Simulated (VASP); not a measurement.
A run of VASP 6.6.1:

File INCAR:

```
SYSTEM = PbSe
  PREC = Accurate
  ENCUT = 520
  EDIFF = 1E-6
  ISMEAR = -1
  SIGMA = 0.03
  LREAL = .FALSE.
  LASPH = .TRUE.
  NELM = 100
  ALGO = Normal
  ISIF = 2
  LWAVE = .FALSE.
  LCHARG = .FALSE.
  GGA = PE
  NBANDS = 17
```

Contents of KPOINTS:

```
Automatic mesh
0
G
  10 10 10
  0 0 0
```

POSCAR

```
PbSe
1.0
    0.0000000000      3.1079612690      3.1079612690
    3.1079612690      0.0000000000      3.1079612690
    3.1079612690      3.1079612690      0.0000000000
Pb Se
1 1
Direct
    0.0000000000      0.0000000000      0.0000000000
    0.5000000000      0.5000000000      0.5000000000
```

Potentials or basis: VASP PAW PBE potentials, release 64 (Pb_d, Se).

Command:

```bash
$ cat potpaw_PBE.64/Pb_d/POTCAR potpaw_PBE.64/Se/POTCAR > POTCAR
$ mpirun -np 1 vasp_std > vasp.out
```

Hardware: 1 thread of AMD EPYC 9R45 96-Core Processor (Zen 5), with other jobs on the host.

**Question.** How long does it take, and how much memory?

**Answer.** It took 26 s on 1 thread of AMD EPYC 9R45 96-Core Processor (Zen 5) (shared host), peak memory 0.19 GiB. Counts: scf iterations 12, k points 47.
